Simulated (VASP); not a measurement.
# Al (P6/mmm) in VASP: a series of runs

The runs below take Al through single point, with PBE+D4, PBE.

Everything below comes from runs of VASP 6.6.1. Logs are shortened: lines on timing, memory, paths and dates and some standing lists are left out, and cuts for length are marked.

**1. The cell of the first run**

The structure is hexagonal, space group P6/mmm (No. 191). The conventional cell has a = 4.497 Å, b = 4.497 Å, c = 2.714 Å, α = 90.00°, β = 90.00°, γ = 120.00°. Within 3.4 Å of Al (site symmetry -6m2) lie 5 Al at 2.60 to 2.71 Å.

**2. Single point, PBE+D4**

The input, INCAR:

```
SYSTEM = Al
PREC     = Accurate       ! precision mode
ENCUT    = 520            ! plane-wave cutoff, eV
EDIFF    = 1E-7           ! SCF threshold, eV
ISMEAR   = -1             ! smearing method
SIGMA    = 0.05           ! smearing width, eV
LREAL    = .FALSE.        ! projectors in reciprocal space
LASPH    = .TRUE.         ! aspherical terms in the spheres
NELM     = 80             ! most SCF steps
ALGO     = Normal         ! electronic algorithm
ISIF     = 2              ! what is computed and relaxed
LWAVE    = .FALSE.        ! write WAVECAR
LCHARG   = .FALSE.        ! write CHGCAR
GGA      = PE             ! functional
IVDW     = 13             ! dispersion correction
NBANDS   = 10             ! bands
```

The input, KPOINTS:

```
regular mesh
0
G
  7 7 10
  0 0 0
```

The input, POSCAR:

```
Al
1.0
    4.4974925192      0.0000000000      0.0000000000
   -2.2487462596      3.8949427750      0.0000000000
    0.0000000000      0.0000000000      2.7135852742
Al
2
Direct
    0.3333333333      0.6666666667      0.0000000000
    0.6666666667      0.3333333333      0.0000000000
```

Potentials or basis: VASP PAW PBE potentials, release 64 (Al).

Started as:

```bash
$ cat potpaw_PBE.64/Al/POTCAR > POTCAR
$ mpirun -np 1 vasp_std > vasp.out
```

OUTCAR:

```text
SYSTEM = Al
   PREC = Accurate
   ENCUT = 520
   EDIFF = 1E-7
   ISMEAR = -1
   LREAL = .FALSE.
   LASPH = .TRUE.
   NELM = 80
   ISIF = 2
   GGA = PE
   IVDW = 13

 ion  position               nearest neighbor table
   1  0.333  0.667  0.000-   2 2.60   2 2.60   2 2.60
   2  0.667  0.333  0.000-   1 2.60   1 2.60   1 2.60

  LATTYP: Found a hexagonal cell.
 ALAT       =     4.4974925192
 C/A-ratio  =     0.6033551501

  Lattice vectors:

 A1 = (   4.4974925192,   0.0000000000,   0.0000000000)
 A2 = (  -2.2487462596,   3.8949427750,   0.0000000000)
 A3 = (   0.0000000000,   0.0000000000,   2.7135852742)

Analysis of symmetry for initial positions (statically):
=====================================================================
 Subroutine PRICEL returns:
 Original cell was already a primitive cell.

 Routine SETGRP: Setting up the symmetry group for a
 hexagonal supercell.

 Subroutine GETGRP returns: Found 24 space group operations
 (whereof 24 operations were pure point group operations)
 out of a pool of 24 trial point group operations.

The static configuration has the point symmetry D_6h.

Analysis of symmetry for dynamics (positions and initial velocities):
=====================================================================
 Subroutine PRICEL returns:
 Original cell was already a primitive cell.

 Routine SETGRP: Setting up the symmetry group for a
 hexagonal supercell.

 Subroutine GETGRP returns: Found 24 space group operations
 (whereof 24 operations were pure point group operations)
 out of a pool of 24 trial point group operations.

The dynamic configuration has the point symmetry D_6h.

 Subroutine INISYM returns: Found 24 space group operations
 (whereof 24 operations are pure point group operations),
 and found     1 'primitive' translations

----------------------------------------------------------------------------------------

                                     Primitive cell

  volume of cell :      47.5352

  direct lattice vectors                    reciprocal lattice vectors
     4.497492519  0.000000000  0.000000000     0.222346117  0.128371591  0.000000000
    -2.248746260  3.894942775  0.000000000     0.000000000  0.256743182  0.000000000
     0.000000000  0.000000000  2.713585274     0.000000000  0.000000000  0.368516151

  length of vectors
     4.497492519  4.497492519  2.713585274     0.256743182  0.256743182  0.368516151

  position of ions in fractional coordinates (direct lattice)
     0.333333333  0.666666667  0.000000000
     0.666666667  0.333333333  0.000000000

  ion indices of the primitive-cell ions
   primitive index   ion index
                 1           1
[... 83 lines left out ...]
   PSTRESS=    0.0 pullay stress
   NELECT =       6.0000    total number of electrons
   NUPDOWN=      -1.0000    fix difference up-down
   EMIN   =  10.00;   EMAX   =-10.00  energy-range for DOS
   EFERMI =   0.00;   METHOD = LEGACY
   ISMEAR =    -1;   SIGMA  =   0.05  broadening in eV -4-tet -1-fermi 0-gaus
   EFERMI_NEDOS =   21; number of points for ismear=-14 and -15
   IALGO  =     38    algorithm
   IMIX   =      4    mixing-type and parameters
     AMIX     =   0.40;   BMIX     =  1.00
     AMIX_MAG =   1.60;   BMIX_MAG =  1.00
  volume/ion in A,a.u.               =      23.77       160.39
  Fermi-wavevector in a.u.,A,eV,Ry     =   0.821209  1.551860  9.175549  0.674384
  Thomas-Fermi vector in A             =   1.932327
   LORBIT       =      0    0 simple, 1 ext, 2 COOP (PROOUT), +10 PAW based schemes
   GGA     = PE    functional components
   LHFCALC =     F    Hartree Fock is set to
   AEXX    =    0.0000 exact exchange contribution
   IVDW    =    13    specifies the selected vdW correction
   LEPSILON=     F    determine dielectric tensor
   LRPA    =     F    only Hartree local field effects (RPA)
 non-spin polarized calculation
  energy-cutoff  :      520.00
  volume of cell :       47.54
 maximum number of plane-waves:      1300
 NGX is ok and might be reduce to    36
   NGX = 17   NGY = 17   NGZ = 11

 number of electron       6.0000000 magnetization

 Free energy of the ion-electron system (eV)
  ---------------------------------------------------
  ext. energy  EPLUGINS =         0.00000000
  ---------------------------------------------------
  free energy    TOTEN  =        -6.50917243 eV

  energy without entropy =       -6.50442854  energy(sigma->0) =       -6.50680048

 E-fermi :   4.2160     XC(G=0):  -8.5928

 val. band max:        4.1233172361   @ k =   0.2857  -0.0000   0.3000
 cond. band min:       4.2321408923   @ k =   0.4286   0.1429   0.4000
 fundamental gap:      0.1088236562
 Fermi energy:         4.2160442049

 k-point     1 :       0.0000    0.0000    0.0000
  band No.  band energies     occupation
      1      -4.7422      2.00000
      2       3.3195      2.00000
      3       3.3195      2.00000
      4       3.7582      1.99979
      5       6.4149      0.00000
      6       6.4149      0.00000
      7       9.7162      0.00000
      8      13.9033      0.00000
      9      14.3563      0.00000
     10      20.4668      0.00000
[... 287 lines left out ...]
 k-point    24 :       0.2857    0.2857    0.2000
  band No.  band energies     occupation
      1      -2.0434      2.00000
      2      -1.0435      2.00000
      3       1.6504      2.00000
      4       7.9432      0.00000
      5       8.1566      0.00000
      6       9.2815      0.00000
      7      10.7110      0.00000
      8      11.4503      0.00000
      9      13.4643      0.00000
     10      14.9676      0.00000

 [... further k-points ...]

------------------------ aborting loop because EDIFF is reached ----------------------------------------

  DFT-D4 for vdW energy calculation

  Edisp (eV):   -0.48070

  FORCE on cell =-STRESS in cart. coord.  units (eV):
  Direction    XX          YY          ZZ          XY          YZ          ZX
  --------------------------------------------------------------------------------------
  -------------------------------------------------------------------------------------
  Total      -0.00646    -0.00646    -0.00261     0.00000    -0.00000    -0.00000
  in kB      -0.21763    -0.21763    -0.08785     0.00000    -0.00000    -0.00000
  external pressure =       -0.17 kB  Pullay stress =        0.00 kB

 VOLUME and BASIS-vectors are now :
 -----------------------------------------------------------------------------
  energy-cutoff  :      520.00
  volume of cell :       47.54
      direct lattice vectors                 reciprocal lattice vectors
     4.497492519  0.000000000  0.000000000     0.222346117  0.128371591  0.000000000
    -2.248746260  3.894942775  0.000000000     0.000000000  0.256743182  0.000000000
     0.000000000  0.000000000  2.713585274     0.000000000  0.000000000  0.368516151

 POSITION                                       TOTAL-FORCE (eV/Angst)
 -----------------------------------------------------------------------------------
     -0.00000      2.59663      0.00000        -0.000000      0.000000     -0.000000
      2.24875      1.29831      0.00000         0.000000     -0.000000      0.000000
 -----------------------------------------------------------------------------------
    total drift:                                0.000000     -0.000000     -0.000000

  FREE ENERGIE OF THE ION-ELECTRON SYSTEM (eV)
  ---------------------------------------------------
  free  energy   TOTEN  =        -6.9898676025 eV

  energy  without entropy=       -6.9851237194  energy(sigma->0) =       -6.98749566
```

OSZICAR:

```text
N       E                     dE             d eps       ncg     rms          rms(c)
DAV:   1     0.101594182557E+01    0.10159E+01   -0.22091E+03   960   0.451E+02
DAV:   2    -0.637168578076E+01   -0.73876E+01   -0.70890E+01  1312   0.517E+01
DAV:   3    -0.653617753653E+01   -0.16449E+00   -0.16345E+00  1246   0.655E+00
DAV:   4    -0.653771016792E+01   -0.15326E-02   -0.15325E-02  1192   0.713E-01
DAV:   5    -0.653773485409E+01   -0.24686E-04   -0.24686E-04  1192   0.854E-02    0.177E+00
DAV:   6    -0.651984480098E+01    0.17890E-01   -0.73568E-03  1072   0.321E-01    0.109E+00
DAV:   7    -0.650844230276E+01    0.11402E-01   -0.18708E-02  1054   0.561E-01    0.118E-01
DAV:   8    -0.650903754098E+01   -0.59524E-03   -0.96229E-04  1100   0.145E-01    0.561E-02
DAV:   9    -0.650917241863E+01   -0.13488E-03   -0.23063E-04  1054   0.682E-02    0.871E-03
DAV:  10    -0.650917094256E+01    0.14761E-05   -0.37328E-06  1168   0.102E-02    0.539E-03
DAV:  11    -0.650917247228E+01   -0.15297E-05   -0.30188E-06  1084   0.843E-03    0.263E-03
DAV:  12    -0.650917242558E+01    0.46691E-07   -0.27209E-08   982   0.987E-04
   1 F= -.69898676E+01 E0= -.69874957E+01  d E =-.474388E-02
```

Wall time 9.5 s (1 thread of Intel Xeon 6975P-C (Granite Rapids), shared host); peak memory 0.16 GiB.

What came out:

| Quantity | Value |
| --- | --- |
| Free energy | -6.9899 eV |
| Pressure | 0.0 GPa |
| Band gap on the k mesh | zero (band 3 reaches 6.69 eV, above the bottom of band 4 at 3.19 eV) |
| Dispersion energy per atom | -0.240 eV |

Levels at points of the mesh, in eV from the Fermi level:
| k point | band 1 | band 2 | band 3 | band 4 | band 5 | band 6 | band 7 | band 8 |
| --- | --- | --- | --- | --- | --- | --- | --- | --- |
| (0.00, 0.00, 0.00) | -8.96 | -0.90 | -0.90 | -0.46 | 2.20 | 2.20 | 5.50 | 9.69 |
| (0.00, 0.00, 0.50) | -4.44 | -3.65 | 2.48 | 2.48 | 2.77 | 5.39 | 5.39 | 5.80 |

Caveat: pairwise dispersion overbinds metals, which lowers pressure and volume.

**3. Single point, PBE**

This run uses another cell than the first one, of 24.60 Å³/atom, 1.035 times its volume.

The input, INCAR:

```
ALGO     = Fast           # electronic algorithm
EDIFF    = 1E-6           # SCF threshold, eV
ENCUT    = 520            # plane-wave cutoff, eV
GGA      = PE             # functional
ISIF     = 2              # what is computed and relaxed
ISMEAR   = -1             # smearing method
LASPH    = True           # aspherical terms in the spheres
LCHARG   = True           # write CHGCAR
LELF     = True           # ELF
LREAL    = False          # projectors in reciprocal space
LVHAR    = True         
LWAVE    = False          # write WAVECAR
NBANDS   = 10             # bands
NELM     = 100            # most SCF steps
PREC     = Accurate       # precision mode
SIGMA    = 0.05           # smearing width, eV
```

The input, KPOINTS:

```
k-points
0
Gamma
  7 7 10
```

The input, POSCAR:

```
Al
1.0
    4.5501420027      0.0000000000      0.0000000000
   -2.2750710013      3.9405385651      0.0000000000
    0.0000000000      0.0000000000      2.7442423570
Al
2
Direct
    0.3333333333      0.6666666667      0.0000000000
    0.6666666667      0.3333333333      0.0000000000
```

Potentials or basis: VASP PAW PBE potentials, release 64 (Al).

Started as:

```bash
$ cat potpaw_PBE.64/Al/POTCAR > POTCAR
$ mpirun -np 1 vasp_std > vasp.out
```

Run time: 10 s. Hardware: 1 thread of Intel Xeon 6975P-C (Granite Rapids), shared host; peak memory 0.15 GiB.

The run converged. Its results:

```yaml
Free_energy: -6.5176 eV
Pressure: 0.0 GPa
Band_gap_on_the_k_mesh: zero (band 3 reaches 6.35 eV, above the bottom of band 4 at 2.98 eV)
```

Levels at points of the mesh, in eV from the Fermi level:
```
           k point  band 1  band 2  band 3  band 4  band 5  band 6
(0.00, 0.00, 0.00)   -8.78   -0.87   -0.87   -0.58    2.21    2.21
(0.00, 0.00, 0.50)   -4.42   -3.53    2.39    2.39    2.67    5.38
```
